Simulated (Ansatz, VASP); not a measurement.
Li2BrF in VASP and in Ansatz

Contents of INCAR:

```
PREC     = Accurate       # precision mode
ENCUT    = 520            # plane-wave cutoff, eV
EDIFF    = 1E-6           # SCF threshold, eV
ISMEAR   = 0              # smearing method
SIGMA    = 0.01           # smearing width, eV
LREAL    = False          # projectors in reciprocal space
LASPH    = True           # aspherical terms in the spheres
NELM     = 60             # most SCF steps
ALGO     = Normal         # electronic algorithm
ISIF     = 2              # what is computed and relaxed
LWAVE    = False          # write WAVECAR
LCHARG   = False          # write CHGCAR
GGA      = PE             # functional
NBANDS   = 18             # bands
```

File KPOINTS:

```
Automatic mesh
0
Gamma
  6 6 6
```

Contents of POSCAR:

```
Li2BrF
1.0
    1.7353772108      1.0019204998      5.4684601349
   -1.7353772108      1.0019204998      5.4684601349
    0.0000000000     -2.0038409996      5.4684601349
F Br Li
1 1 2
Direct
    1.0000000000      0.0000000000      0.0000000000
    0.5000000000      0.5000000000      0.5000000000
    0.2670198432      0.2670198432      0.2670198432
    0.7329801568      0.7329801568      0.7329801568
```

Input for Ansatz:

```yaml
crystal:
  lattice:
    - [1.7353772108, 1.0019204998, 5.4684601349]
    - [-1.7353772108, 1.0019204998, 5.4684601349]
    - [0.0, -2.0038409996, 5.4684601349]
  atoms:
    - { symbol: F, position: [1.0, 0.0, 0.0] }
    - { symbol: Br, position: [0.5, 0.5, 0.5] }
    - { symbol: Li, position: [0.2670198432, 0.2670198432, 0.2670198432] }
    - { symbol: Li, position: [0.7329801568, 0.7329801568, 0.7329801568] }
kpoints:
  mp_grid: { grid: [6, 6, 6] }
hamiltonian:
  xc: pbe
scf:
  occupations: { method: fixed }
output:
  optics:
    e_range: [0, 17]
    de: 0.05
    sigma: 0.1
    bands: { spectra_wanted_up_to: 17 }
    scissors: 1.239
```

Alike in both runs: task single point; functional PBE; k mesh 6 × 6 × 6; no spin polarisation.

|  | VASP | Ansatz |
| --- | --- | --- |
| version | VASP 6.6.1 | Ansatz 0.2.0 |
| potentials or method | VASP PAW PBE potentials, release 64 (F, Br, Li_sv) | plane waves, PAW |
| plane-wave cutoff (eV) | 520 | 420 |
| occupations | gaussian, width 0.01 eV | fixed |
| valence electrons in the cell | 20 | 20 |

Ansatz gave:

```
gap on the k mesh at the Fermi level (eV) : 3.44
```

Which values does VASP return?

gap on the k mesh at the Fermi level (eV): 3.45.

Noted on VASP's run: the cutoff is under 1.25 times that of the potentials, so the pressure is a little rough.
